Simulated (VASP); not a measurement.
# SnPb3Se4 (P4/mmm) in VASP: a series of runs

SnPb3Se4 is run at these levels: PBE; tasks: single point.

All numbers are computed with VASP 6.6.1; they aren't measurements. Logs are shortened: lines on timing, memory, paths and dates and some standing lists are left out, and cuts for length are marked.

## (1) The cell of the first run

The structure is tetragonal, space group P4/mmm (No. 123). The conventional cell has a = 4.358 Å, b = 4.358 Å, c = 12.326 Å, α = 90.00°, β = 90.00°, γ = 90.00°. Sn (site symmetry 4/mmm) has 6 Se at 3.08 Å within 4.1 Å. Within 4.1 Å of Pb (site symmetry 4mm) lie 6 Se at 3.08 Å. Within 4.1 Å of Pb (site symmetry 4/mmm) lie 6 Se at 3.08 Å. Se (site symmetry 4/mmm) has 2 Pb at 3.08 Å and 4 Sn at 3.08 Å within 4.1 Å. Se (site symmetry 4mm) has 1 Sn at 3.08 Å and 5 Pb at 3.08 Å within 4.1 Å. Se (site symmetry 4/mmm) has 6 Pb at 3.08 Å within 4.1 Å.

## (2) Single point, PBE

File INCAR:

```
PREC     = Accurate       # precision mode
ENCUT    = 520            # plane-wave cutoff, eV
EDIFF    = 1E-6           # SCF threshold, eV
ISMEAR   = 0              # smearing method
SIGMA    = 0.1            # smearing width, eV
LREAL    = False          # projectors in reciprocal space
LASPH    = True           # aspherical terms in the spheres
NELM     = 60             # most SCF steps
ALGO     = Normal         # electronic algorithm
ISIF     = 2              # what is computed and relaxed
LWAVE    = False          # write WAVECAR
LCHARG   = False          # write CHGCAR
GGA      = PE             # functional
NBANDS   = 50             # bands
```

File KPOINTS:

```
regular mesh
0
Gamma
  4 4 2
```

File POSCAR:

```
SnPb3Se4
1.0
    4.3577988800      0.0000000000      0.0000000000
    0.0000000000      4.3577988800      0.0000000000
    0.0000000000      0.0000000000     12.3257165500
Sn Pb Se
1 3 4
Direct
    0.5000000000      0.5000000000      0.0000000000
    0.0000000000      0.0000000000      0.7500000000
    0.0000000000      0.0000000000      0.2500000000
    0.5000000000      0.5000000000      0.5000000000
    0.0000000000      0.0000000000      0.0000000000
    0.5000000000      0.5000000000      0.2500000000
    0.0000000000      0.0000000000      0.5000000000
    0.5000000000      0.5000000000      0.7500000000
```

Potentials or basis: VASP PAW PBE potentials, release 64 (Sn_d, Pb_d, Se).

On the command line:

```sh
$ cat potpaw_PBE.64/Sn_d/POTCAR potpaw_PBE.64/Pb_d/POTCAR potpaw_PBE.64/Se/POTCAR > POTCAR
$ mpirun -np 1 vasp_std > vasp.out
```

OUTCAR:

```text
PREC = Accurate
   ENCUT = 520
   EDIFF = 1E-6
   ISMEAR = 0
   LREAL = False
   LASPH = True
   NELM = 60
   ISIF = 2
   GGA = PE

 ion  position               nearest neighbor table
   1  0.500  0.500  0.000-   6 3.08   8 3.08   5 3.08   5 3.08   5 3.08   5 3.08
   2  0.000  0.000  0.750-   5 3.08   7 3.08   8 3.08   8 3.08   8 3.08   8 3.08
   3  0.000  0.000  0.250-   5 3.08   7 3.08   6 3.08   6 3.08   6 3.08   6 3.08
   4  0.500  0.500  0.500-   6 3.08   8 3.08   7 3.08   7 3.08   7 3.08   7 3.08
   5  0.000  0.000  0.000-   2 3.08   3 3.08   1 3.08   1 3.08   1 3.08   1 3.08
   6  0.500  0.500  0.250-   1 3.08   4 3.08   3 3.08   3 3.08   3 3.08   3 3.08
   7  0.000  0.000  0.500-   2 3.08   3 3.08   4 3.08   4 3.08   4 3.08   4 3.08
   8  0.500  0.500  0.750-   1 3.08   4 3.08   2 3.08   2 3.08   2 3.08   2 3.08

  LATTYP: Found a simple tetragonal cell.
 ALAT       =     4.3577988800
 C/A-ratio  =     2.8284271233

  Lattice vectors:

 A1 = (   4.3577988800,   0.0000000000,   0.0000000000)
 A2 = (   0.0000000000,   4.3577988800,   0.0000000000)
 A3 = (   0.0000000000,   0.0000000000,  12.3257165500)

Analysis of symmetry for initial positions (statically):
=====================================================================
 Subroutine PRICEL returns:
 Original cell was already a primitive cell.

 Routine SETGRP: Setting up the symmetry group for a
 simple tetragonal supercell.

 Subroutine GETGRP returns: Found 16 space group operations
 (whereof 16 operations were pure point group operations)
 out of a pool of 16 trial point group operations.

The static configuration has the point symmetry D_4h.

Analysis of symmetry for dynamics (positions and initial velocities):
=====================================================================
 Subroutine PRICEL returns:
 Original cell was already a primitive cell.

 Routine SETGRP: Setting up the symmetry group for a
 simple tetragonal supercell.

 Subroutine GETGRP returns: Found 16 space group operations
 (whereof 16 operations were pure point group operations)
 out of a pool of 16 trial point group operations.

The dynamic configuration has the point symmetry D_4h.

 Subroutine INISYM returns: Found 16 space group operations
 (whereof 16 operations are pure point group operations),
 and found     1 'primitive' translations

----------------------------------------------------------------------------------------

                                     Primitive cell

  volume of cell :     234.0704

  direct lattice vectors                    reciprocal lattice vectors
     4.357798880  0.000000000  0.000000000     0.229473647  0.000000000  0.000000000
     0.000000000  4.357798880  0.000000000     0.000000000  0.229473647  0.000000000
     0.000000000  0.000000000 12.325716550     0.000000000  0.000000000  0.081131186

  length of vectors
     4.357798880  4.357798880 12.325716550     0.229473647  0.229473647  0.081131186

  position of ions in fractional coordinates (direct lattice)
     0.500000000  0.500000000  0.000000000
     0.000000000  0.000000000  0.750000000
     0.000000000  0.000000000  0.250000000
     0.500000000  0.500000000  0.500000000
     0.000000000  0.000000000  0.000000000
     0.500000000  0.500000000  0.250000000
     0.000000000  0.000000000  0.500000000
     0.500000000  0.500000000  0.750000000

  ion indices of the primitive-cell ions
   primitive index   ion index
                 1           1
                 2           2
                 3           3
                 4           4
                 5           5
                 6           6
                 7           7
                 8           8

----------------------------------------------------------------------------------------

 KPOINTS: regular mesh

Automatic generation of k-mesh.
 Grid dimensions read from file:
 generate k-points for:    4    4    2

 Generating k-lattice:

  Cartesian coordinates                     Fractional coordinates (reciprocal lattice)
     0.057368412  0.000000000  0.000000000     0.250000000  0.000000000  0.000000000
     0.000000000  0.057368412  0.000000000     0.000000000  0.250000000  0.000000000
     0.000000000  0.000000000  0.040565593     0.000000000  0.000000000  0.500000000

  Length of vectors
     0.057368412  0.057368412  0.040565593

  Shift w.r.t. Gamma in fractional coordinates (k-lattice)
     0.000000000  0.000000000  0.000000000

 Subroutine IBZKPT returns following result:
 ===========================================

 Found     12 irreducible k-points:

 Following reciprocal coordinates:
            Coordinates               Weight
  0.000000  0.000000  0.000000      1.000000
  0.250000  0.000000  0.000000      4.000000
  0.500000  0.000000  0.000000      2.000000
  0.250000  0.250000  0.000000      4.000000
  0.500000  0.250000  0.000000      4.000000
  0.500000  0.500000  0.000000      1.000000
  0.000000  0.000000  0.500000      1.000000
  0.250000  0.000000  0.500000      4.000000
  0.500000  0.000000  0.500000      2.000000
  0.250000  0.250000  0.500000      4.000000
  0.500000  0.250000  0.500000      4.000000
  0.500000  0.500000  0.500000      1.000000
   k-points           NKPTS =     12   k-points in BZ     NKDIM =     12   number of bands    NBANDS=     50
   number of dos      NEDOS =    301   number of ions     NIONS =      8
   total plane-waves  NPLWV =  98304
   dimension x,y,z NGX =    32 NGY =   32 NGZ =   96
   dimension x,y,z NGXF=    64 NGYF=   64 NGZF=  192
   ions per type =               1   3   4
   NGX,Y,Z   is equivalent  to a cutoff of  12.21, 12.21, 12.95 a.u.
   NGXF,Y,Z  is equivalent  to a cutoff of  24.42, 24.42, 25.90 a.u.
 SYSTEM =  unknown system
   PREC   = accura    normal or accurate (medium, high low for compatibility)
   ISTART =      0    job   : 0-new  1-cont  2-samecut
   ICHARG =      2    charge: 1-file 2-atom 10-const
   ISPIN  =      1    spin polarized calculation?
   LNONCOLLINEAR =      F non collinear calculations
   LSORBIT =      F    spin-orbit coupling
   LASPH  =      T    aspherical Exc in radial PAW
   ENCUT  =  520.0 eV  38.22 Ry    6.18 a.u.   8.10  8.10 22.92*2*pi/ulx,y,z
   NELM   =     60;   NELMIN=  2; NELMDL= -5     # of ELM steps
   EDIFF  = 0.1E-05   stopping-criterion for ELM
   LREAL  =      F    real-space projection
   EDIFFG = 0.1E-04   stopping-criterion for IOM
   NSW    =      0    number of steps for IOM
   IBRION =     -1    ionic relax: 0-MD 1-quasi-New 2-CG
   NFREE  =      0    steps in history (QN), initial steepest desc. (CG)
   ISIF   =      2    stress and relaxation
   ISYM   =      2    0-nonsym 1-usesym 2-fastsym
   POTIM  = 0.5000    time-step for ionic-motion
   TEBEG  =    0.0;   TEEND  =   0.0 temperature during run
   PSTRESS=    0.0 pullay stress
   NELECT =      80.0000    total number of electrons
   NUPDOWN=      -1.0000    fix difference up-down
   EMIN   =  10.00;   EMAX   =-10.00  energy-range for DOS
   EFERMI =   0.00;   METHOD = LEGACY
   ISMEAR =     0;   SIGMA  =   0.10  broadening in eV -4-tet -1-fermi 0-gaus
   EFERMI_NEDOS =   21; number of points for ismear=-14 and -15
   IALGO  =     38    algorithm
   IMIX   =      4    mixing-type and parameters
     AMIX     =   0.40;   BMIX     =  1.00
     AMIX_MAG =   1.60;   BMIX_MAG =  1.00
  volume/ion in A,a.u.               =      29.26       197.45
  Fermi-wavevector in a.u.,A,eV,Ry     =   1.144606  2.162992 17.825301  1.310123
  Thomas-Fermi vector in A             =   2.281297
   LORBIT       =      0    0 simple, 1 ext, 2 COOP (PROOUT), +10 PAW based schemes
   GGA     = PE    functional components
   LHFCALC =     F    Hartree Fock is set to
   AEXX    =    0.0000 exact exchange contribution
   IVDW    =     0    specifies the selected vdW correction
   LEPSILON=     F    determine dielectric tensor
   LRPA    =     F    only Hartree local field effects (RPA)
 non-spin polarized calculation
 Gauss-broadening in eV      SIGMA  =   0.10
  energy-cutoff  :      520.00
  volume of cell :      234.07
 maximum number of plane-waves:      6384
   NGX = 17   NGY = 17   NGZ = 45

 number of electron      79.9999993 magnetization

 Free energy of the ion-electron system (eV)
  ---------------------------------------------------
  ext. energy  EPLUGINS =         0.00000000
  ---------------------------------------------------
  free energy    TOTEN  =       -32.71989601 eV

  energy without entropy =      -32.71050596  energy(sigma->0) =      -32.71520099

 E-fermi :   5.0510     XC(G=0):  -9.4030

 val. band max:        4.7371707232   @ k =   0.5000   0.0000   0.0000
 cond. band min:       5.0606835714   @ k =   0.5000   0.0000   0.0000
 fundamental gap:      0.3235128481
 Fermi energy:         5.0510313865

 k-point     1 :       0.0000    0.0000    0.0000
  band No.  band energies     occupation
      1     -16.7242      2.00000
      2     -16.7201      2.00000
      3     -16.7139      2.00000
      4     -16.7139      2.00000
      5     -16.7106      2.00000
      6     -12.1103      2.00000
[... 42 lines left out ...]
     49       9.4767      0.00000
     50       9.5025      0.00000

 k-point     2 :       0.2500    0.0000    0.0000
  band No.  band energies     occupation
      1     -16.7225      2.00000
      2     -16.7155      2.00000
      3     -16.7153      2.00000
      4     -16.7138      2.00000
      5     -16.7133      2.00000
      6     -12.0853      2.00000
[... 42 lines left out ...]
     49       8.1294      0.00000
     50       8.6964      0.00000

 k-point     3 :       0.5000    0.0000    0.0000
  band No.  band energies     occupation
      1     -16.7215      2.00000
      2     -16.7167      2.00000
      3     -16.7160      2.00000
      4     -16.7136      2.00000
      5     -16.7101      2.00000
      6     -12.0505      2.00000
[... 466 lines left out ...]
     49       9.0977      0.00000
     50       9.1326      0.00000

 k-point    12 :       0.5000    0.5000    0.5000
  band No.  band energies     occupation
      1     -16.7262      2.00000
      2     -16.7162      2.00000
      3     -16.7162      2.00000
      4     -16.7153      2.00000
      5     -16.7049      2.00000
      6     -12.1180      2.00000
[... 42 lines left out ...]
     49      10.2605      0.00000
     50      10.3456      0.00000

------------------------ aborting loop because EDIFF is reached ----------------------------------------

  FORCE on cell =-STRESS in cart. coord.  units (eV):
  Direction    XX          YY          ZZ          XY          YZ          ZX
  --------------------------------------------------------------------------------------
  -------------------------------------------------------------------------------------
  Total        0.4654444      0.4654444      0.4002731      0.0000000      0.0000000      0.0000000
  in kB        3.1858981      3.1858981      2.7398100      0.0000000      0.0000000      0.0000000
  external PRESSURE =       3.0372021 kB  Pullay stress =       0.0000000 kB

 VOLUME and BASIS-vectors are now :
 -----------------------------------------------------------------------------
  energy-cutoff  :      520.00
  volume of cell :      234.07
      direct lattice vectors                 reciprocal lattice vectors
     4.357798880  0.000000000  0.000000000     0.229473647  0.000000000  0.000000000
     0.000000000  4.357798880  0.000000000     0.000000000  0.229473647  0.000000000
     0.000000000  0.000000000 12.325716550     0.000000000  0.000000000  0.081131186

 POSITION                                       TOTAL-FORCE (eV/Angst)
 -----------------------------------------------------------------------------------
      2.17890      2.17890      0.00000         0.000000     -0.000000     -0.000000
      0.00000      0.00000      9.24429         0.000000     -0.000000     -0.005255
      0.00000      0.00000      3.08143         0.000000     -0.000000      0.005255
      2.17890      2.17890      6.16286         0.000000     -0.000000     -0.000000
      0.00000      0.00000      0.00000         0.000000     -0.000000     -0.000000
      2.17890      2.17890      3.08143         0.000000     -0.000000     -0.201369
      0.00000      0.00000      6.16286         0.000000     -0.000000     -0.000000
      2.17890      2.17890      9.24429         0.000000      0.000000      0.201369
 -----------------------------------------------------------------------------------
    total drift:                                0.000000     -0.000000      0.000000

  FREE ENERGIE OF THE ION-ELECTRON SYSTEM (eV)
  ---------------------------------------------------
  free  energy   TOTEN  =       -32.7198960148 eV

  energy  without entropy=      -32.7105059637  energy(sigma->0) =      -32.71520099
```

Wall time 1.7 min (1 thread of Intel Xeon Platinum 8488C (Sapphire Rapids), shared host); peak memory 0.37 GiB.

Results:

| Quantity | Value |
| --- | --- |
| Free energy | -32.7199 eV |
| Pressure | 0.3 GPa |
| Largest force | 0.201 eV/Å |

Forces on the atoms (eV/Å):
```
Sn   0.000  0.000  0.000
Pb   0.000  0.000 -0.005
Pb   0.000  0.000  0.005
Pb   0.000  0.000  0.000
Se   0.000  0.000  0.000
Se   0.000  0.000 -0.201
Se   0.000  0.000  0.000
Se   0.000  0.000  0.201
```

Caveat: the k points lie up to 0.36 Å⁻¹ apart; spin-orbit coupling is left out, which moves the levels of the heavy elements.

## (3) Single point, PBE

This run uses another cell than the first one, of 29.53 Å³/atom, 1.009 times its volume.

File INCAR:

```
PREC     = Accurate       # precision mode
ENCUT    = 520            # plane-wave cutoff, eV
EDIFF    = 1E-7           # SCF threshold, eV
ISMEAR   = 0              # smearing method
SIGMA    = 0.2            # smearing width, eV
LREAL    = False          # projectors in reciprocal space
LASPH    = True           # aspherical terms in the spheres
NELM     = 80             # most SCF steps
ALGO     = Normal         # electronic algorithm
ISIF     = 2              # what is computed and relaxed
LWAVE    = False          # write WAVECAR
LCHARG   = True           # write CHGCAR
GGA      = PE             # functional
LELF     = True           # ELF
LVHAR    = True         
NBANDS   = 50             # bands
```

File KPOINTS:

```
regular mesh
0
Gamma
  6 6 2
```

File POSCAR:

```
SnPb3Se4
1.0
    4.3711701711      0.0000000000      0.0000000000
    0.0000000000      4.3711701711      0.0000000000
    0.0000000000      0.0000000000     12.3633822704
Sn Pb Se
1 3 4
Direct
    0.5000000000      0.5000000000      1.0000000000
    0.0000000000      0.0000000000      0.7512604136
    1.0000000000      0.0000000000      0.2487395864
    0.5000000000      0.5000000000      0.5000000000
    1.0000000000      1.0000000000      0.0000000000
    0.5000000000      0.5000000000      0.2460469260
    0.0000000000      1.0000000000      0.5000000000
    0.5000000000      0.5000000000      0.7539530740
```

Potentials or basis: VASP PAW PBE potentials, release 64 (Sn_d, Pb_d, Se).

On the command line:

```sh
$ cat potpaw_PBE.64/Sn_d/POTCAR potpaw_PBE.64/Pb_d/POTCAR potpaw_PBE.64/Se/POTCAR > POTCAR
$ mpirun -np 1 vasp_std > vasp.out
```

It took 6.4 min on 1 thread of Intel Xeon Platinum 8259CL at 2.50GHz (Skylake/Cascade Lake), shared host; peak memory 0.47 GiB.

It converged, with:

```
Free energy   : -32.7701 eV
Pressure      : -0.1 GPa
Largest force : 0.009 eV/Å
```

Forces in eV/Å, atoms in the order of the input:
```
Sn   0.000  0.000  0.000
Pb   0.000  0.000 -0.009
Pb   0.000  0.000  0.009
Pb   0.000  0.000  0.000
Se   0.000  0.000  0.000
Se   0.000  0.000 -0.004
Se   0.000  0.000  0.000
Se   0.000  0.000  0.004
```

Stress tensor (GPa, compression positive):
```
-0.22  0.00  0.00
 0.00 -0.22  0.00
 0.00  0.00  0.23
```

Levels at points of the mesh, in eV from the Fermi level:
```tsv
k point	band 37	band 38	band 39	band 40	band 41	band 42	band 43	band 44
(0.00, 0.00, 0.00)	-2.03	-2.03	-1.81	-1.71	1.98	2.11	3.43	4.08
(0.50, 0.00, 0.00)	-1.02	-0.91	-0.33	0.05	0.06	0.07	1.03	1.15
(0.50, 0.50, 0.00)	-3.33	-3.33	-1.03	-0.94	1.48	1.64	3.45	3.45
(0.00, 0.00, 0.50)	-2.22	-2.22	-1.33	-1.23	2.26	2.37	3.55	3.77
(0.50, 0.00, 0.50)	-0.83	-0.82	-0.82	-0.40	0.60	0.66	0.70	0.72
(0.50, 0.50, 0.50)	-2.52	-2.41	-2.38	-2.19	3.32	3.37	3.47	3.53
```

Caveat: spin-orbit coupling is left out, which moves the levels of the heavy elements.
